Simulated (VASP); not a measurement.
# Ti (I4/mmm) in VASP: notebook

Runs on Ti. Level: LDA. Tasks: single point.

All numbers are computed with VASP 6.6.1; they aren't measurements. Logs are shortened: lines on timing, memory, paths and dates and some standing lists are left out, and cuts for length are marked.

## 1. The cell of the first run

The structure is tetragonal, space group I4/mmm (No. 139). Conventional cell: a = 2.687 Å, b = 2.687 Å, c = 4.435 Å, α = 90.00°, β = 90.00°, γ = 90.00°. Ti (site symmetry 4/mmm) has 12 Ti at 2.69 to 2.92 Å within 3.5 Å.

## 2. Single point, LDA (16.01 Å³/atom)

INCAR reads:

```
SYSTEM = Ti
ALGO = Fast
EDIFF = 1E-7
ENCUT = 520
ISIF = 2
ISMEAR = 0
LASPH = .TRUE.
LCHARG = .FALSE.
LREAL = .FALSE.
LWAVE = .FALSE.
NBANDS = 12
NELM = 80
PREC = Accurate
SIGMA = 0.15
```

KPOINTS reads:

```
k-points
0
G
  22 22 22
  0 0 0
```

POSCAR reads:

```
Ti
1.0
    0.0000000000      1.9001548358      2.2174806934
    1.9001548358      0.0000000000      2.2174806934
    1.9001548358      1.9001548358      0.0000000000
Ti
1
Direct
    0.0000000000      0.0000000000      0.0000000000
```

Potentials or basis: VASP PAW LDA potentials, release 64 (Ti_sv).

On the command line:

```sh
> cat potpaw_LDA.64/Ti_sv/POTCAR > POTCAR
> mpirun -np 1 vasp_std > vasp.out
```

OUTCAR:

```text
SYSTEM = Ti
   EDIFF = 1E-7
   ENCUT = 520
   ISIF = 2
   ISMEAR = 0
   LASPH = .TRUE.
   LREAL = .FALSE.
   NELM = 80
   PREC = Accurate

 ion  position               nearest neighbor table
   1  0.000  0.000  0.000-

  LATTYP: Found a body centered tetragonal cell.
 ALAT       =     2.6872247394
 C/A-ratio  =     1.6503872273

  Lattice vectors:

 A1 = (  -1.9001548358,   0.0000000000,   2.2174806934)
 A2 = (   1.9001548358,   0.0000000000,   2.2174806934)
 A3 = (   0.0000000000,   1.9001548358,  -2.2174806934)

Analysis of symmetry for initial positions (statically):
=====================================================================
 Subroutine PRICEL returns:
 Original cell was already a primitive cell.

 Routine SETGRP: Setting up the symmetry group for a
 body centered tetragonal supercell.

 Subroutine GETGRP returns: Found 16 space group operations
 (whereof 16 operations were pure point group operations)
 out of a pool of 16 trial point group operations.

The static configuration has the point symmetry D_4h.

Analysis of symmetry for dynamics (positions and initial velocities):
=====================================================================
 Subroutine PRICEL returns:
 Original cell was already a primitive cell.

 Routine SETGRP: Setting up the symmetry group for a
 body centered tetragonal supercell.

 Subroutine GETGRP returns: Found 16 space group operations
 (whereof 16 operations were pure point group operations)
 out of a pool of 16 trial point group operations.

The dynamic configuration has the point symmetry D_4h.

 Subroutine INISYM returns: Found 16 space group operations
 (whereof 16 operations are pure point group operations),
 and found     1 'primitive' translations

----------------------------------------------------------------------------------------

                                     Primitive cell

  volume of cell :      16.0128

  direct lattice vectors                    reciprocal lattice vectors
     0.000000000  1.900154836  2.217480693    -0.263136451  0.263136451  0.225481106
     1.900154836  0.000000000  2.217480693     0.263136451 -0.263136451  0.225481106
     1.900154836  1.900154836  0.000000000     0.263136451  0.263136451 -0.225481106

  length of vectors
     2.920241262  2.920241262  2.687224739     0.435112989  0.435112989  0.435112989

  position of ions in fractional coordinates (direct lattice)
     0.000000000  0.000000000  0.000000000

  ion indices of the primitive-cell ions
   primitive index   ion index
                 1           1

----------------------------------------------------------------------------------------

 KPOINTS: k-points

Automatic generation of k-mesh.
 Grid dimensions read from file:
 generate k-points for:   22   22   22

 Generating k-lattice:

  Cartesian coordinates                     Fractional coordinates (reciprocal lattice)
    -0.011960748  0.011960748  0.010249141     0.045454545 -0.000000000  0.000000000
     0.011960748 -0.011960748  0.010249141    -0.000000000  0.045454545  0.000000000
     0.011960748  0.011960748 -0.010249141     0.000000000  0.000000000  0.045454545

  Length of vectors
     0.019777863  0.019777863  0.019777863

  Shift w.r.t. Gamma in fractional coordinates (k-lattice)
     0.000000000  0.000000000  0.000000000

 Subroutine IBZKPT returns following result:
 ===========================================

 Found    834 irreducible k-points:

 Following reciprocal coordinates:
            Coordinates               Weight
  0.000000  0.000000  0.000000      1.000000
  0.045455  0.000000  0.000000      8.000000
  0.090909  0.000000  0.000000      8.000000
  0.136364  0.000000  0.000000      8.000000
  0.181818  0.000000  0.000000      8.000000
  0.227273  0.000000  0.000000      8.000000
[... 16 lines left out ...]
  0.500000  0.045455  0.000000      8.000000
 -0.454545  0.045455  0.000000      8.000000
 [... further k-points ...]
   k-points           NKPTS =    834   k-points in BZ     NKDIM =    834   number of bands    NBANDS=     12
   number of dos      NEDOS =    301   number of ions     NIONS =      1
   total plane-waves  NPLWV =  11520
   dimension x,y,z NGX =    24 NGY =   24 NGZ =   20
   dimension x,y,z NGXF=    48 NGYF=   48 NGZF=   40
   ions per type =               1
   NGX,Y,Z   is equivalent  to a cutoff of  13.66, 13.66, 12.37 a.u.
   NGXF,Y,Z  is equivalent  to a cutoff of  27.33, 27.33, 24.75 a.u.
 SYSTEM =  Ti
   PREC   = accura    normal or accurate (medium, high low for compatibility)
   ISTART =      0    job   : 0-new  1-cont  2-samecut
   ICHARG =      2    charge: 1-file 2-atom 10-const
   ISPIN  =      1    spin polarized calculation?
   LNONCOLLINEAR =      F non collinear calculations
   LSORBIT =      F    spin-orbit coupling
   LASPH  =      T    aspherical Exc in radial PAW
   ENCUT  =  520.0 eV  38.22 Ry    6.18 a.u.   5.43  5.43  5.00*2*pi/ulx,y,z
   NELM   =     80;   NELMIN=  2; NELMDL= -5     # of ELM steps
   EDIFF  = 0.1E-06   stopping-criterion for ELM
   LREAL  =      F    real-space projection
   EDIFFG = 0.1E-05   stopping-criterion for IOM
   NSW    =      0    number of steps for IOM
   IBRION =     -1    ionic relax: 0-MD 1-quasi-New 2-CG
   NFREE  =      0    steps in history (QN), initial steepest desc. (CG)
   ISIF   =      2    stress and relaxation
   ISYM   =      2    0-nonsym 1-usesym 2-fastsym
   POTIM  = 0.5000    time-step for ionic-motion
   TEBEG  =    0.0;   TEEND  =   0.0 temperature during run
   PSTRESS=    0.0 pullay stress
   NELECT =      12.0000    total number of electrons
   NUPDOWN=      -1.0000    fix difference up-down
   EMIN   =  10.00;   EMAX   =-10.00  energy-range for DOS
   EFERMI =   0.00;   METHOD = LEGACY
   ISMEAR =     0;   SIGMA  =   0.15  broadening in eV -4-tet -1-fermi 0-gaus
   EFERMI_NEDOS =   21; number of points for ismear=-14 and -15
   IALGO  =     68    algorithm
   IMIX   =      4    mixing-type and parameters
     AMIX     =   0.40;   BMIX     =  1.00
     AMIX_MAG =   1.60;   BMIX_MAG =  1.00
  volume/ion in A,a.u.               =      16.01       108.06
  Fermi-wavevector in a.u.,A,eV,Ry     =   1.487006  2.810033 30.085012  2.211186
  Thomas-Fermi vector in A             =   2.600221
   LORBIT       =      0    0 simple, 1 ext, 2 COOP (PROOUT), +10 PAW based schemes
   GGA     = CA    functional components
   LHFCALC =     F    Hartree Fock is set to
   AEXX    =    0.0000 exact exchange contribution
   IVDW    =     0    specifies the selected vdW correction
   LEPSILON=     F    determine dielectric tensor
   LRPA    =     F    only Hartree local field effects (RPA)
 non-spin polarized calculation
 RMM-DIIS sequential band-by-band and
 Gauss-broadening in eV      SIGMA  =   0.15
  energy-cutoff  :      520.00
  volume of cell :       16.01
 maximum number of plane-waves:       445
 NGX is ok and might be reduce to    24
   NGX = 11   NGY = 11   NGZ =  9

 number of electron      12.0000001 magnetization

 Free energy of the ion-electron system (eV)
  ---------------------------------------------------
  ext. energy  EPLUGINS =         0.00000000
  ---------------------------------------------------
  free energy    TOTEN  =        -8.48829283 eV

  energy without entropy =       -8.46584006  energy(sigma->0) =       -8.47706644

 E-fermi :   8.7932     XC(G=0): -12.1755

 val. band max:        8.7883305514   @ k =   0.4091   0.2727   0.0455
 cond. band min:       8.7932353461   @ k =  -0.4091   0.2273   0.0000
 fundamental gap:      0.0049047947
 Fermi energy:         8.7931636238

 k-point     1 :       0.0000    0.0000    0.0000
  band No.  band energies     occupation
      1     -47.0338      2.00000
      2     -23.1804      2.00000
      3     -23.1157      2.00000
      4     -23.1157      2.00000
      5       2.6922      2.00000
      6       8.8768      0.43051
      7      10.3472      0.00000
      8      10.3472      0.00000
      9      10.5585      0.00000
     10      12.2961      0.00000
     11      25.0555      0.00000
     12      27.0064      0.00000

 k-point     2 :       0.0455    0.0000    0.0000
  band No.  band energies     occupation
      1     -47.0300      2.00000
      2     -23.1871      2.00000
      3     -23.1328      2.00000
      4     -23.1162      2.00000
      5       2.7657      2.00000
      6       8.8965      0.32990
      7      10.2998      0.00000
      8      10.3734      0.00000
      9      10.5607      0.00000
     10      12.2645      0.00000
     11      25.1178      0.00000
     12      26.9803      0.00000

 k-point     3 :       0.0909    0.0000    0.0000
  band No.  band energies     occupation
      1     -47.0191      2.00000
      2     -23.2194      2.00000
      3     -23.1698      2.00000
      4     -23.1176      2.00000
      5       2.9823      2.00000
      6       8.9458      0.15011
      7      10.1508      0.00000
      8      10.4481      0.00000
      9      10.5958      0.00000
     10      12.1767      0.00000
     11      25.2605      0.00000
     12      26.7859      0.00000

 k-point     4 :       0.1364    0.0000    0.0000
  band No.  band energies     occupation
      1     -47.0017      2.00000
      2     -23.3012      2.00000
      3     -23.1964      2.00000
      4     -23.1198      2.00000
      5       3.3298      2.00000
      6       8.9972      0.05436
      7       9.9241      0.00000
      8      10.5578      0.00000
      9      10.6984      0.00000
     10      12.0536      0.00000
     11      25.2897      0.00000
     12      26.2466      0.00000

 k-point     5 :       0.1818    0.0000    0.0000
  band No.  band energies     occupation
      1     -46.9793      2.00000
      2     -23.4153      2.00000
      3     -23.2201      2.00000
      4     -23.1226      2.00000
      5       3.7868      2.00000
      6       9.0163      0.03539
      7       9.6722      0.00000
      8      10.6742      0.00000
      9      10.8924      0.00000
     10      11.9327      0.00000
     11      24.6475      0.00000
     12      25.8506      0.00000
[... 228 lines left out ...]
      1     -46.8684      2.00000
      2     -23.9500      2.00000
      3     -23.3370      2.00000
      4     -23.1454      2.00000
      5       5.9367      2.00000
      6       8.9012      0.30820
      7       9.3610      0.00000
      8      10.5224      0.00000
      9      12.4357      0.00000
     10      12.5275      0.00000
     11      19.3424      0.00000
     12      23.7277      0.00000

 k-point    22 :       0.4545    0.0455    0.0000
  band No.  band energies     occupation
      1     -46.8534      2.00000
      2     -24.0230      2.00000
      3     -23.3499      2.00000
      4     -23.1444      2.00000
      5       6.0887      2.00000
      6       8.8922      0.35060
      7       9.6541      0.00000
      8      10.4284      0.00000
      9      12.5298      0.00000
     10      12.8516      0.00000
     11      18.5261      0.00000
     12      23.3805      0.00000

 k-point    23 :       0.5000    0.0455    0.0000
  band No.  band energies     occupation
      1     -46.8453      2.00000
      2     -24.0635      2.00000
      3     -23.3557      2.00000
      4     -23.1422      2.00000
      5       6.1487      2.00000
      6       8.9100      0.27052
      7       9.8261      0.00000
      8      10.3722      0.00000
      9      12.5560      0.00000
     10      13.0701      0.00000
     11      18.0793      0.00000
     12      23.1972      0.00000

 k-point    24 :      -0.4545    0.0455    0.0000
  band No.  band energies     occupation
      1     -46.8448      2.00000
      2     -24.0686      2.00000
      3     -23.3540      2.00000
      4     -23.1390      2.00000
      5       6.1532      2.00000
      6       8.9493      0.14092
      7       9.7578      0.00000
      8      10.3620      0.00000
      9      12.5044      0.00000
     10      13.1390      0.00000
     11      18.1037      0.00000
     12      23.1970      0.00000

 [... further k-points ...]

------------------------ aborting loop because EDIFF is reached ----------------------------------------

  FORCE on cell =-STRESS in cart. coord.  units (eV):
  Direction    XX          YY          ZZ          XY          YZ          ZX
  --------------------------------------------------------------------------------------
  -------------------------------------------------------------------------------------
  Total        0.0577542      0.0577542     -0.2883626      0.0000000     -0.0000000      0.0000000
  in kB        5.7786535      5.7786535    -28.8523831      0.0000000     -0.0000000      0.0000000
  external PRESSURE =      -5.7650254 kB  Pullay stress =       0.0000000 kB

 VOLUME and BASIS-vectors are now :
 -----------------------------------------------------------------------------
  energy-cutoff  :      520.00
  volume of cell :       16.01
      direct lattice vectors                 reciprocal lattice vectors
     0.000000000  1.900154836  2.217480693    -0.263136451  0.263136451  0.225481106
     1.900154836  0.000000000  2.217480693     0.263136451 -0.263136451  0.225481106
     1.900154836  1.900154836  0.000000000     0.263136451  0.263136451 -0.225481106

 POSITION                                       TOTAL-FORCE (eV/Angst)
 -----------------------------------------------------------------------------------
      0.00000      0.00000      0.00000         0.000000      0.000000      0.000000
 -----------------------------------------------------------------------------------
    total drift:                                0.000000      0.000000      0.000000

  FREE ENERGIE OF THE ION-ELECTRON SYSTEM (eV)
  ---------------------------------------------------
  free  energy   TOTEN  =        -8.4882928269 eV

  energy  without entropy=       -8.4658400587  energy(sigma->0) =       -8.47706644
```

Wall time 2.6 min (1 thread of Intel Xeon Platinum 8375C at 2.90GHz (Ice Lake), shared host); peak memory 0.26 GiB.

What came out:

| Item | Value |
| --- | --- |
| Free energy | -8.4883 eV |
| Pressure | -0.6 GPa |
| Band gap on the k mesh | zero (bands 6 and 7 overlap by 1.29 eV) |

Levels at points of the mesh, in eV from the Fermi level:
| k point | band 3 | band 4 | band 5 | band 6 | band 7 | band 8 | band 9 | band 10 |
| --- | --- | --- | --- | --- | --- | --- | --- | --- |
| (0.00, 0.00, 0.00) | -31.91 | -31.91 | -6.10 | 0.08 | 1.55 | 1.55 | 1.77 | 3.50 |
| (0.50, 0.00, 0.00) | -32.14 | -31.93 | -2.69 | 0.18 | 1.12 | 1.54 | 3.75 | 4.19 |
| (0.50, 0.50, 0.00) | -32.09 | -32.09 | -2.81 | -1.71 | 1.61 | 4.11 | 4.24 | 4.24 |
| (0.50, 0.00, 0.50) | -32.47 | -32.18 | -2.80 | -1.83 | 3.66 | 3.76 | 4.47 | 4.89 |

## 3. Single point, LDA (16.01 Å³/atom)

INCAR reads:

```
ALGO = Fast
EDIFF = 1E-6
ENCUT = 520
ISIF = 2
ISMEAR = 0
LASPH = True
LCHARG = False
LREAL = False
LWAVE = False
NBANDS = 12
NELM = 60
PREC = Accurate
SIGMA = 0.15
```

KPOINTS reads:

```
k-points
0
Gamma
  22 22 22
```

POSCAR reads:

```
Ti
1.0
    0.0000000000      2.1062143256      1.8048150556
    2.1062143256      0.0000000000      1.8048150556
    2.1062143256      2.1062143256      0.0000000000
Ti
1
Direct
    0.0000000000      0.0000000000      0.0000000000
```

Potentials or basis: VASP PAW LDA potentials, release 64 (Ti_sv).

On the command line:

```sh
> cat potpaw_LDA.64/Ti_sv/POTCAR > POTCAR
> mpirun -np 1 vasp_std > vasp.out
```

It took 2.5 min on 1 thread of Intel Xeon Platinum 8375C at 2.90GHz (Ice Lake), shared host; peak memory 0.26 GiB.

It converged, with:

| Property | Result |
| --- | --- |
| Free energy | -8.4879 eV |
| Pressure | -0.4 GPa |
| Band gap on the k mesh | zero (bands 6 and 7 overlap by 1.61 eV) |

Stress tensor (GPa, compression positive):
```
-1.28  0.00  0.00
 0.00 -1.28  0.00
 0.00  0.00  1.45
```

Levels at points of the mesh, in eV from the Fermi level:
| k point | band 3 | band 4 | band 5 | band 6 | band 7 | band 8 | band 9 | band 10 |
| --- | --- | --- | --- | --- | --- | --- | --- | --- |
| (0.00, 0.00, 0.00) | -31.95 | -31.93 | -6.13 | 0.69 | 0.69 | 1.84 | 1.93 | 3.23 |
| (0.50, 0.00, 0.00) | -32.15 | -31.97 | -2.72 | 0.08 | 1.10 | 1.67 | 3.61 | 4.32 |
| (0.50, 0.50, 0.00) | -32.40 | -32.40 | -2.74 | -2.17 | 3.98 | 4.31 | 4.31 | 5.60 |
| (0.50, 0.00, 0.50) | -32.27 | -32.08 | -2.82 | -1.58 | 2.43 | 3.75 | 3.80 | 4.62 |

## 4. Single point, LDA (16.01 Å³/atom)

INCAR reads:

```
SYSTEM = Ti
ALGO = Fast ; EDIFF = 1E-6
ENCUT = 520 ; ISIF = 2
ISMEAR = 0 ; LASPH = .TRUE.
LCHARG = .FALSE. ; LREAL = .FALSE.
LWAVE = .FALSE. ; NBANDS = 12
NELM = 80 ; PREC = Accurate
SIGMA = 0.15
```

KPOINTS reads:

```
k-points
0
G
  22 22 22
  0 0 0
```

POSCAR reads:

```
Ti
1.0
    0.0000000000      2.1611506480      1.7142246940
    2.1611506480      0.0000000000      1.7142246940
    2.1611506480      2.1611506480      0.0000000000
Ti
1
Direct
    0.0000000000      0.0000000000      0.0000000000
```

On the command line:

```sh
> cat potpaw_LDA.64/Ti_sv/POTCAR > POTCAR
> mpirun -np 1 vasp_std > vasp.out
```

Run time: 2.6 min. Hardware: 1 thread of Intel Xeon Platinum 8375C at 2.90GHz (Ice Lake), shared host; peak memory 0.26 GiB.

It converged, with:

```yaml
Free_energy: -8.4773 eV
Pressure: -0.9 GPa
Band_gap_on_the_k_mesh: zero (bands 6 and 7 overlap by 1.65 eV)
```

Stress tensor (GPa, compression positive):
```
-1.35  0.00  0.00
 0.00 -1.35  0.00
 0.00  0.00  0.02
```

Levels at points of the mesh, in eV from the Fermi level:
| k point | band 2 | band 3 | band 4 | band 5 | band 6 | band 7 | band 8 | band 9 | band 10 | band 11 |
| --- | --- | --- | --- | --- | --- | --- | --- | --- | --- | --- |
| (0.00, 0.00, 0.00) | -31.86 | -31.86 | -31.85 | -6.07 | 0.77 | 0.77 | 1.58 | 2.35 | 3.28 | 16.84 |
| (0.50, 0.00, 0.00) | -32.77 | -32.10 | -31.86 | -2.68 | -0.17 | 1.25 | 2.25 | 3.48 | 4.54 | 9.42 |
| (0.50, 0.50, 0.00) | -32.59 | -32.39 | -32.39 | -2.60 | -2.25 | 4.12 | 4.35 | 4.35 | 6.94 | 10.19 |
| (0.50, 0.00, 0.50) | -32.74 | -32.18 | -31.94 | -2.74 | -1.20 | 2.07 | 3.53 | 3.64 | 4.73 | 10.29 |

[end of part 1 of 2]
